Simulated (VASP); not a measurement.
TaN: single point with PBEsol+U

The system is TaN.

```
Ta N
1.0
     2.73231    0.00000    0.00000
     0.00000    2.73231    0.00000
     0.00000    0.00000    2.73231
Ta N
1 1
Direct
  0.00000 0.00000 0.00000
  0.50000 0.50000 0.50000
```

| Property | Result |
| --- | --- |
| Program | VASP 6.6.1 |
| Task | single point |
| Functional | PBEsol |
| Potentials or basis | VASP PAW PBE potentials, release 64 (Ta_pv, N) |
| Cutoff | 520 eV |
| k mesh | 7 × 7 × 7 |
| Occupations | gaussian, width 0.05 eV |
| Spin | collinear spin, ferromagnetic start |
| Starting moments | [0.5, 0.0] μB |
| Hubbard terms | Ta d U = 5.0 eV |

```yaml
Pressure: 14.4 GPa
Net_moment: 0.22 μB per cell
Site_moments: Ta +0.18; N -0.00 μB
Valence_electrons_inside_the_program's_atomic_spheres: Ta 8.94; N 3.70
```

Levels at points of the mesh, in eV from the Fermi level:
Spin up:
```
           k point  band 5  band 6  band 7  band 8  band 9  band 10  band 11  band 12
(0.00, 0.00, 0.00)   -5.56   -5.56   -3.00   -3.00   -3.00     1.87     4.65     4.65
```
Spin down:
```csv
k point,band 6,band 7,band 8,band 9,band 10,band 11
"(0.00, 0.00, 0.00)",-5.06,-2.98,-2.98,-2.98,1.99,4.77
```

Eigenvalues of the final occupation matrices:
```
    site  spin  trace               eigenvalues
site 1 d     1   1.31  0.15 0.15 0.15 0.43 0.43
site 1 d     2   1.14  0.14 0.14 0.14 0.36 0.36
```

Wall time 27 s on 1 thread of Intel Xeon 6975P-C (shared host), peak memory 0.11 GiB.

Caveat: the PAW data sets were made with another functional, which shifts forces and pressure a little; spin-orbit coupling is left out, which moves the levels of the heavy elements. The state reached can hang on the start; a lower one may exist.
